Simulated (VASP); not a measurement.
# SiO2 (I-43m) in VASP: settings compared

Aim: see how the results for SiO2 move with the level of theory and the settings. Levels: PBE, r2SCAN. Tasks: electric field gradients.

All numbers are computed with VASP 6.6.1; they aren't measurements. Logs are shortened: lines on timing, memory, paths and dates and some standing lists are left out, and cuts for length are marked.

**1. The cell of the first run**

Symmetry: I-43m, No. 217, cubic system. Conventional cell: a = 8.917 Å, b = 8.917 Å, c = 8.917 Å, α = 90.00°, β = 90.00°, γ = 90.00°. Si (site symmetry -4) has 4 O at 1.61 Å within 2.1 Å. Within 2.1 Å of O (site symmetry m) lie 2 Si at 1.61 Å.

**2. Electric field gradients, PBE**

The input, INCAR:

```
SYSTEM = SiO2
PREC = Accurate
ENCUT = 520
EDIFF = 1E-8
ISMEAR = -1
SIGMA = 0.02
LREAL = Auto
LASPH = .True.
NELM = 100
ALGO = Normal
ISIF = 2
LWAVE = .False.
LCHARG = .False.
GGA = PE
LEFG = .True.
NBANDS = 63
```

The input, KPOINTS:

```
Automatic mesh
0
Gamma
  4 4 4
  0 0 0
```

The input, POSCAR:

```
SiO2
1.0
   -4.4584913300      4.4584913300      4.4584913300
    4.4584913300     -4.4584913300      4.4584913300
    4.4584913300      4.4584913300     -4.4584913300
Si O
6 12
Direct
    0.5000000000      0.7500000000      0.2500000000
    0.7500000000      0.5000000000      0.2500000000
    0.2500000000      0.7500000000      0.5000000000
    0.2500000000      0.5000000000      0.7500000000
    0.5000000000      0.2500000000      0.7500000000
    0.7500000000      0.2500000000      0.5000000000
    0.6626454000      0.3683574800      0.0000000000
    0.2942879200      0.6316425200      0.6316425200
    0.6626454000      0.0000000000      0.3683574800
    0.3683574800      0.6626454000      0.0000000000
    0.0000000000      0.6626454000      0.3683574800
    0.6316425200      0.2942879200      0.6316425200
    0.6316425200      0.6316425200      0.2942879200
    0.0000000000      0.3683574800      0.6626454000
    0.3683574800      0.0000000000      0.6626454000
    0.3373546000      0.3373546000      0.7057120800
    0.7057120800      0.3373546000      0.3373546000
    0.3373546000      0.7057120800      0.3373546000
```

Potentials or basis: VASP PAW PBE potentials, release 64 (Si, O).

Command:

```bash
$ cat potpaw_PBE.64/Si/POTCAR potpaw_PBE.64/O/POTCAR > POTCAR
$ mpirun -np 1 vasp_std > vasp.out
```

OUTCAR:

```text
SYSTEM = SiO2
   PREC = Accurate
   ENCUT = 520
   EDIFF = 1E-8
   ISMEAR = -1
   LREAL = Auto
   LASPH = .True.
   NELM = 100
   ISIF = 2
   GGA = PE

 ion  position               nearest neighbor table
   1  0.500  0.750  0.250-  18 1.61  10 1.61  13 1.61   9 1.61
   2  0.750  0.500  0.250-  17 1.61  11 1.61  13 1.61   7 1.61
   3  0.250  0.750  0.500-  15 1.61  18 1.61   8 1.61  11 1.61
   4  0.250  0.500  0.750-   8 1.61  10 1.61  14 1.61  16 1.61
   5  0.500  0.250  0.750-   7 1.61  12 1.61  15 1.61  16 1.61
   6  0.750  0.250  0.500-  14 1.61  17 1.61   9 1.61  12 1.61
   7  0.663  0.368  0.000-   2 1.61   5 1.61
   8  0.294  0.632  0.632-   3 1.61   4 1.61
   9  0.663  0.000  0.368-   1 1.61   6 1.61
  10  0.368  0.663  0.000-   1 1.61   4 1.61
  11  0.000  0.663  0.368-   2 1.61   3 1.61
  12  0.632  0.294  0.632-   5 1.61   6 1.61
  13  0.632  0.632  0.294-   1 1.61   2 1.61
  14  0.000  0.368  0.663-   6 1.61   4 1.61
  15  0.368  0.000  0.663-   3 1.61   5 1.61
  16  0.337  0.337  0.706-   4 1.61   5 1.61
  17  0.706  0.337  0.337-   2 1.61   6 1.61
  18  0.337  0.706  0.337-   1 1.61   3 1.61

  LATTYP: Found a body centered cubic cell.
 ALAT       =     8.9169826600

  Lattice vectors:

 A1 = (  -4.4584913300,   4.4584913300,   4.4584913300)
 A2 = (   4.4584913300,  -4.4584913300,   4.4584913300)
 A3 = (   4.4584913300,   4.4584913300,  -4.4584913300)

Analysis of symmetry for initial positions (statically):
=====================================================================
 Subroutine PRICEL returns:
 Original cell was already a primitive cell.

 Routine SETGRP: Setting up the symmetry group for a
 body centered cubic supercell.

 Subroutine GETGRP returns: Found 24 space group operations
 (whereof 24 operations were pure point group operations)
 out of a pool of 48 trial point group operations.

The static configuration has the point symmetry T_d .

Analysis of symmetry for dynamics (positions and initial velocities):
=====================================================================
 Subroutine PRICEL returns:
 Original cell was already a primitive cell.

 Routine SETGRP: Setting up the symmetry group for a
 body centered cubic supercell.

 Subroutine GETGRP returns: Found 24 space group operations
 (whereof 24 operations were pure point group operations)
 out of a pool of 48 trial point group operations.

The dynamic configuration has the point symmetry T_d .

 Subroutine INISYM returns: Found 24 space group operations
 (whereof 24 operations are pure point group operations),
 and found     1 'primitive' translations

----------------------------------------------------------------------------------------

                                     Primitive cell

  volume of cell :     354.5061

  direct lattice vectors                    reciprocal lattice vectors
    -4.458491330  4.458491330  4.458491330     0.000000000  0.112145558  0.112145558
     4.458491330 -4.458491330  4.458491330     0.112145558  0.000000000  0.112145558
     4.458491330  4.458491330 -4.458491330     0.112145558  0.112145558  0.000000000

  length of vectors
     7.722333509  7.722333509  7.722333509     0.158597770  0.158597770  0.158597770

  position of ions in fractional coordinates (direct lattice)
     0.500000000  0.750000000  0.250000000
     0.750000000  0.500000000  0.250000000
     0.250000000  0.750000000  0.500000000
     0.250000000  0.500000000  0.750000000
     0.500000000  0.250000000  0.750000000
     0.750000000  0.250000000  0.500000000
[... 10 lines left out ...]
     0.705712080  0.337354600  0.337354600
     0.337354600  0.705712080  0.337354600

  ion indices of the primitive-cell ions
   primitive index   ion index
                 1           1
                 2           2
                 3           3
                 4           4
                 5           5
                 6           6
[... 10 lines left out ...]
                17          17
                18          18

----------------------------------------------------------------------------------------

 KPOINTS: Automatic mesh

Automatic generation of k-mesh.
 Grid dimensions read from file:
 generate k-points for:    4    4    4

 Generating k-lattice:
[... 25 lines left out ...]
  0.500000  0.500000  0.250000     12.000000
  0.500000  0.500000  0.500000      1.000000
   k-points           NKPTS =      8   k-points in BZ     NKDIM =      8   number of bands    NBANDS=     63
   number of dos      NEDOS =    301   number of ions     NIONS =     18
   total plane-waves  NPLWV = 216000
   dimension x,y,z NGX =    60 NGY =   60 NGZ =   60
   dimension x,y,z NGXF=   120 NGYF=  120 NGZF=  120
   ions per type =               6  12
   NGX,Y,Z   is equivalent  to a cutoff of  12.92, 12.92, 12.92 a.u.
   NGXF,Y,Z  is equivalent  to a cutoff of  25.83, 25.83, 25.83 a.u.
 SYSTEM =  SiO2
   PREC   = accura    normal or accurate (medium, high low for compatibility)
   ISTART =      0    job   : 0-new  1-cont  2-samecut
   ICHARG =      2    charge: 1-file 2-atom 10-const
   ISPIN  =      1    spin polarized calculation?
   LNONCOLLINEAR =      F non collinear calculations
   LSORBIT =      F    spin-orbit coupling
   LASPH  =      T    aspherical Exc in radial PAW
   ENCUT  =  520.0 eV  38.22 Ry    6.18 a.u.  14.36 14.36 14.36*2*pi/ulx,y,z
   NELM   =    100;   NELMIN=  2; NELMDL= -5     # of ELM steps
   EDIFF  = 0.1E-07   stopping-criterion for ELM
   LREAL  =      T    real-space projection
   EDIFFG = 0.1E-06   stopping-criterion for IOM
   NSW    =      0    number of steps for IOM
   IBRION =     -1    ionic relax: 0-MD 1-quasi-New 2-CG
   NFREE  =      0    steps in history (QN), initial steepest desc. (CG)
   ISIF   =      2    stress and relaxation
   ISYM   =      2    0-nonsym 1-usesym 2-fastsym
   POTIM  = 0.5000    time-step for ionic-motion
   TEBEG  =    0.0;   TEEND  =   0.0 temperature during run
   PSTRESS=    0.0 pullay stress
   NELECT =      96.0000    total number of electrons
   NUPDOWN=      -1.0000    fix difference up-down
   EMIN   =  10.00;   EMAX   =-10.00  energy-range for DOS
   EFERMI =   0.00;   METHOD = LEGACY
   ISMEAR =    -1;   SIGMA  =   0.02  broadening in eV -4-tet -1-fermi 0-gaus
   EFERMI_NEDOS =   21; number of points for ismear=-14 and -15
   IALGO  =     38    algorithm
   IMIX   =      4    mixing-type and parameters
     AMIX     =   0.40;   BMIX     =  1.00
     AMIX_MAG =   1.60;   BMIX_MAG =  1.00
  volume/ion in A,a.u.               =      19.69       132.91
  Fermi-wavevector in a.u.,A,eV,Ry     =   1.059150  2.001503 15.262988  1.121798
  Thomas-Fermi vector in A             =   2.194485
   LORBIT       =      0    0 simple, 1 ext, 2 COOP (PROOUT), +10 PAW based schemes
   GGA     = PE    functional components
   LHFCALC =     F    Hartree Fock is set to
   AEXX    =    0.0000 exact exchange contribution
   IVDW    =     0    specifies the selected vdW correction
   LEPSILON=     F    determine dielectric tensor
   LRPA    =     F    only Hartree local field effects (RPA)
 non-spin polarized calculation
  energy-cutoff  :      520.00
  volume of cell :      354.51
 maximum number of plane-waves:      9604
 NGX is ok and might be reduce to    60
   NGX = 29   NGY = 29   NGZ = 29

 number of electron      96.0000013 magnetization

 Free energy of the ion-electron system (eV)
  ---------------------------------------------------
  ext. energy  EPLUGINS =         0.00000000
  ---------------------------------------------------
  free energy    TOTEN  =      -142.25971922 eV

  energy without entropy =     -142.25971922  energy(sigma->0) =     -142.25971922

 E-fermi :  -1.3615     XC(G=0):  -6.6643

 val. band max:       -1.8825672483   @ k =   0.0000   0.0000   0.0000
 cond. band min:       3.6925451141   @ k =   0.0000   0.0000   0.0000
 fundamental gap:      5.5751123623
 Fermi energy:        -1.3614577323

 k-point     1 :       0.0000    0.0000    0.0000
  band No.  band energies     occupation
      1     -21.3185      2.00000
      2     -20.4131      2.00000
      3     -20.4131      2.00000
      4     -20.4131      2.00000
      5     -19.9694      2.00000
      6     -19.9694      2.00000
[... 493 lines left out ...]
     59       8.6612      0.00000
     60       8.6739      0.00000
 [bands above 60 left out]

------------------------ aborting loop because EDIFF is reached ----------------------------------------

  FORCE on cell =-STRESS in cart. coord.  units (eV):
  Direction    XX          YY          ZZ          XY          YZ          ZX
  --------------------------------------------------------------------------------------
  -------------------------------------------------------------------------------------
  Total        6.9104086      6.9104086      6.9104086      0.0000000      0.0000000      0.0000000
  in kB       31.2313343     31.2313343     31.2313343      0.0000000      0.0000000      0.0000000
  external PRESSURE =      31.2313343 kB  Pullay stress =       0.0000000 kB

 VOLUME and BASIS-vectors are now :
 -----------------------------------------------------------------------------
  energy-cutoff  :      520.00
  volume of cell :      354.51
      direct lattice vectors                 reciprocal lattice vectors
    -4.458491330  4.458491330  4.458491330     0.000000000  0.112145558  0.112145558
     4.458491330 -4.458491330  4.458491330     0.112145558  0.000000000  0.112145558
     4.458491330  4.458491330 -4.458491330     0.112145558  0.112145558  0.000000000

 POSITION                                       TOTAL-FORCE (eV/Angst)
 -----------------------------------------------------------------------------------
      2.22925      0.00000      4.45849         0.000000     -0.000000     -0.000000
      0.00000      2.22925      4.45849        -0.000000     -0.000000     -0.000000
      4.45849      0.00000      2.22925        -0.000000     -0.000000     -0.000000
      4.45849      2.22925      0.00000         0.000000     -0.000000     -0.000000
      2.22925      4.45849      0.00000         0.000000     -0.000000     -0.000000
      0.00000      4.45849      2.22925         0.000000     -0.000000     -0.000000
[... 10 lines left out ...]
     -0.13823      3.14641      3.14641        -0.102389     -0.144326     -0.144326
      3.14641     -0.13823      3.14641        -0.144326     -0.102389     -0.144326
 -----------------------------------------------------------------------------------
    total drift:                                0.000001      0.000001      0.000001

  FREE ENERGIE OF THE ION-ELECTRON SYSTEM (eV)
  ---------------------------------------------------
  free  energy   TOTEN  =      -142.2597192189 eV

  energy  without entropy=     -142.2597192189  energy(sigma->0) =     -142.25971922

 Electric field gradients (V/A^2)
---------------------------------------------------------------------
 ion       V_xx      V_yy      V_zz      V_xy      V_xz      V_yz
---------------------------------------------------------------------
   1      -7.778     3.889     3.889    -0.000    -0.000    -0.000
   2       3.889    -7.778     3.889    -0.000    -0.000    -0.000
   3       3.889     3.889    -7.778    -0.000    -0.000    -0.000
   4       3.889    -7.778     3.889    -0.000    -0.000    -0.000
   5      -7.778     3.889     3.889    -0.000    -0.000    -0.000
   6       3.889     3.889    -7.778    -0.000    -0.000    -0.000
[... 10 lines left out ...]
  17     -48.965    24.482    24.482     2.024     2.024   -69.099
  18      24.482   -48.965    24.482     2.024   -69.099     2.024
---------------------------------------------------------------------

 Electric field gradients after diagonalization (V/A^2)
 (convention: |V_zz| > |V_xx| > |V_yy|)
----------------------------------------------------------------------
 ion       V_xx      V_yy      V_zz     asymmetry (V_yy - V_xx)/ V_zz
----------------------------------------------------------------------
   1       3.889     3.889    -7.778       0.000
   2       3.889     3.889    -7.778       0.000
   3       3.889     3.889    -7.778       0.000
   4       3.889     3.889    -7.778       0.000
   5       3.889     3.889    -7.778       0.000
   6       3.889     3.889    -7.778       0.000
[... 10 lines left out ...]
  17     -50.386   -43.196    93.582       0.077
  18     -50.386   -43.196    93.582       0.077
----------------------------------------------------------------------

           NMR quadrupolar parameters

 Cq : quadrupolar parameter    Cq=e*Q*V_zz/h
 eta: asymmetry parameters     (V_yy - V_xx)/ V_zz
 Q  : nuclear electric quadrupole moment in mb (millibarn)
----------------------------------------------------------------------
 ion       Cq(MHz)       eta       Q (mb)
----------------------------------------------------------------------
   1      -0.019       0.000       1.000
   2      -0.019       0.000       1.000
   3      -0.019       0.000       1.000
   4      -0.019       0.000       1.000
   5      -0.019       0.000       1.000
   6      -0.019       0.000       1.000
[... 10 lines left out ...]
  17       0.226       0.077       1.000
  18       0.226       0.077       1.000
----------------------------------------------------------------------
```

It took 5.2 min on 1 thread of Intel Xeon 6975P-C, shared host; peak memory 0.51 GiB.

Results:

| Property | Result |
| --- | --- |
| Free energy | -142.2597 eV |
| Pressure | 3.1 GPa |
| Largest force | 0.228 eV/Å |
| Band gap on the k mesh | 5.58 eV, direct |

Forces on the atoms (eV/Å):
```
Si   0.000  0.000  0.000
Si   0.000  0.000  0.000
Si   0.000  0.000  0.000
Si   0.000  0.000  0.000
Si   0.000  0.000  0.000
Si   0.000  0.000  0.000
O   -0.144  0.144  0.102
O   -0.102  0.144  0.144
O   -0.144  0.102  0.144
O    0.144 -0.144  0.102
O    0.102 -0.144  0.144
O    0.144 -0.102  0.144
O    0.144  0.144 -0.102
O    0.102  0.144 -0.144
O    0.144  0.102 -0.144
O   -0.144 -0.144 -0.102
O   -0.102 -0.144 -0.144
O   -0.144 -0.102 -0.144
```

Electric field gradients, principal values (V/Å²):
```tsv
atom	least	middle	greatest (by size)
1 Si	3.889	3.889	-7.778
2 Si	3.889	3.889	-7.778
3 Si	3.889	3.889	-7.778
4 Si	3.889	3.889	-7.778
5 Si	3.889	3.889	-7.778
6 Si	3.889	3.889	-7.778
7 O	-43.193	-50.388	93.581
8 O	-43.193	-50.387	93.580
9 O	-43.193	-50.388	93.581
10 O	-43.193	-50.388	93.581
11 O	-43.193	-50.388	93.581
12 O	-43.193	-50.387	93.580
13 O	-43.193	-50.387	93.580
14 O	-43.193	-50.388	93.581
15 O	-43.193	-50.388	93.581
16 O	-43.196	-50.386	93.582
17 O	-43.196	-50.386	93.582
18 O	-43.196	-50.386	93.582
```

Caveat: without QUAD_EFG the Cq values of the log hold for a quadrupole moment of 1 mb, not for the nuclei.

[end of part 1 of 2]
